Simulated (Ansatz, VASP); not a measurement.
# One calculation of MgO, two programs

The input INCAR:

```
SYSTEM = MgO
PREC = Accurate
ENCUT = 520
EDIFF = 1E-7
ISMEAR = 0
SIGMA = 0.05
LREAL = .FALSE.
LASPH = .TRUE.
NELM = 60
ALGO = Normal
ISIF = 2
LWAVE = .FALSE.
LCHARG = .TRUE.
GGA = PE
LELF = .TRUE.
LVHAR = .TRUE.
NBANDS = 11
```

Contents of KPOINTS:

```
Automatic mesh
0
G
  10 10 10
  0 0 0
```

The input POSCAR:

```
MgO
1.0
    0.0000000000      2.3967454938      1.6944990641
    2.3967454938      0.0000000000      1.6944990641
    2.3967454938      2.3967454938      0.0000000000
Mg O
1 1
Direct
    0.0000000000      0.0000000000      0.0000000000
    0.5000000000      0.5000000000      0.5000000000
```

Input for Ansatz:

```yaml
crystal:
  lattice:
    - [0.0, 2.3967454938, 1.6944990641]
    - [2.3967454938, 0.0, 1.6944990641]
    - [2.3967454938, 2.3967454938, 0.0]
  atoms:
    - { symbol: Mg, position: [0.0, 0.0, 0.0] }
    - { symbol: O, position: [0.5, 0.5, 0.5] }
basis:
  ecutwfc: 420
kpoints:
  mp_grid: { grid: [10, 10, 10] }
hamiltonian:
  xc: pbe
scf:
  occupations: { method: gaussian, width: 0.05 }
output:
  forces: true
  stress: true
  eigenvalues: true
  write_density: true
  write_potential: true
  elf: true
  volumetric_format: npy
```

Alike in both runs: task single point; functional PBE; k mesh 10 × 10 × 10; occupations gaussian, width 0.05 eV; no spin polarisation.

|  | VASP | Ansatz |
| --- | --- | --- |
| version | VASP 6.6.1 | Ansatz 0.2.0 |
| potentials or method | VASP PAW PBE potentials, release 64 (Mg, O), cutoff 520 eV | scalar-relativistic, plane waves, PAW |
| valence electrons in the cell | 8 | 16 |

```csv
,VASP,Ansatz,Ansatz less VASP
gap on the k mesh at the Fermi level (eV),3.64,3.66,+0.014
least direct gap on the mesh (eV),3.64,3.66,+0.014
```

VASP's potentials hold 8 valence electrons a cell and Ansatz's 16, so a difference there can come from the potentials and not from the codes.
